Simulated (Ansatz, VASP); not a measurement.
# Two plane-wave programs on Ta3H

Contents of INCAR:

```
SYSTEM = Ta3H
  PREC = Accurate
  ENCUT = 520
  EDIFF = 1E-6
  ISMEAR = 0
  SIGMA = 0.1
  LREAL = .False.
  LASPH = .True.
  NELM = 150
  ALGO = Normal
  ISIF = 2
  LWAVE = .False.
  LCHARG = .False.
  ISPIN = 2
  MAGMOM = 0 0 0 1
  LORBIT = 11
  LMAXMIX = 4
  LDIPOL = .True.
  IDIPOL = 3
  DIPOL = 0.5 0.5 0.347
  GGA = PE
  NBANDS = 29
```

Contents of KPOINTS:

```
Automatic mesh
0
Gamma
  10 10 1
  0 0 0
```

POSCAR

```
Ta3H
1.0
    2.8743098520      0.0000000000      0.0000000000
   -0.9581032840      2.7099253168      0.0000000000
    0.0000000000      0.0000000000     21.5266897253
Ta H
3 1
Direct
    0.5000000000      0.5000000000      0.1858158431
    0.0000000000      0.0000000000      0.2909732295
    0.5000000000      0.5000000000      0.3960985100
    0.5000000000      0.5000000000      0.5154851892
```

Input for Ansatz:

```yaml
crystal:
  lattice:
    - [2.874309852, 0.0, 0.0]
    - [-0.958103284, 2.7099253168, 0.0]
    - [0.0, 0.0, 21.5266897253]
  atoms:
    - { symbol: Ta, position: [0.5, 0.5, 0.1858158431] }
    - { symbol: Ta, position: [0.0, 0.0, 0.2909732295] }
    - { symbol: Ta, position: [0.5, 0.5, 0.39609851] }
    - { symbol: H, position: [0.5, 0.5, 0.5154851892], spin: 1.0 }
basis:
  ecutwfc: 420
kpoints:
  mp_grid: { grid: [10, 10, 1] }
hamiltonian:
  xc: pbe
  pseudopotentials: { kind: paw, azcp: { folder: soft_1 } }
scf:
  occupations: { method: gaussian, width: 0.1 }
output:
  forces: true
  eigenvalues: true
  populations: true
  write_density: true
  write_potential: true
  elf: true
  volumetric_format: npy
magnetization:
  spin_polarized: true
efield:
  axis: 3
  dipole_correction: true
  ramp_width: 0.04
```

Alike in both runs: task single point; functional PBE; k mesh 10 × 10 × 1; occupations gaussian, width 0.1 eV; collinear spin.

|  | VASP | Ansatz |
| --- | --- | --- |
| version | VASP 6.6.1 | Ansatz 0.2.0 |
| potentials or method | VASP PAW PBE potentials, release 64 (Ta_pv, H), cutoff 520 eV | scalar-relativistic, plane waves, PAW |
| valence electrons in the cell | 34 | 40 |

VASP gave:

* gap on the k mesh at the Fermi level (eV): none
* rms of the force components (eV/Å): 0.659
* net moment per atom (μB): 0.07
* size of the moment on the site where the two differ most (μB): 0.19

Q: What did Ansatz give for the same quantities?

A: gap on the k mesh at the Fermi level (eV): none; rms of the force components (eV/Å): 0.659; net moment per atom (μB): 0.07; size of the moment on the site where the two differ most (μB): 0.40.

Site moments also hang on the region over which each program counts them. Atom by atom the forces differ by 0.002 eV/Å (rms over components). A gap of «none» marks a metal or a gap that the smearing closes. With one functional, cell and mesh, what is left measures potentials, basis and numerics. VASP's potentials hold 34 valence electrons a cell and Ansatz's 40, so a difference there can come from the potentials and not from the codes. Ansatz's warnings: xc potential rough in thin density.

Neither program's run includes spin-orbit coupling.
